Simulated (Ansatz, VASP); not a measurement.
# One calculation of Au, two programs

```xyz
1
Lattice="-1.6573 1.6573 1.6821 1.6573 -1.6573 1.6821 1.6573 1.6573 -1.6821" Properties=species:S:1:pos:R:3 pbc="T T T"
Au    0.0000    0.0000    0.0000
```

Change from the starting cell: strain +0.000 along x and y, +0.015 along z, atoms carried along.

Alike in both runs: task single point; functional r2SCAN; k mesh 20 × 20 × 20; occupations gaussian, width 0.15 eV; no spin polarisation.

|  | VASP | Ansatz |
| --- | --- | --- |
| version | VASP 6.6.1 | Ansatz 0.2.0 |
| potentials or method | VASP PAW PBE potentials, release 64 (Au), cutoff 520 eV | scalar-relativistic, plane waves, PAW |
| valence electrons in the cell | 11 | 19 |

|  | VASP | Ansatz | Ansatz less VASP |
| --- | --- | --- | --- |
| gap on the k mesh at the Fermi level (eV) | none | none | - |
| pressure (GPa) | -6.3 | -6.4 | -0.19 |

VASP's potentials were made for PBE, not for r2SCAN. A gap of «none» marks a metal or a gap that the smearing closes. VASP's potentials hold 11 valence electrons a cell and Ansatz's 19, so a difference there can come from the potentials and not from the codes.

Neither program's run includes spin-orbit coupling.
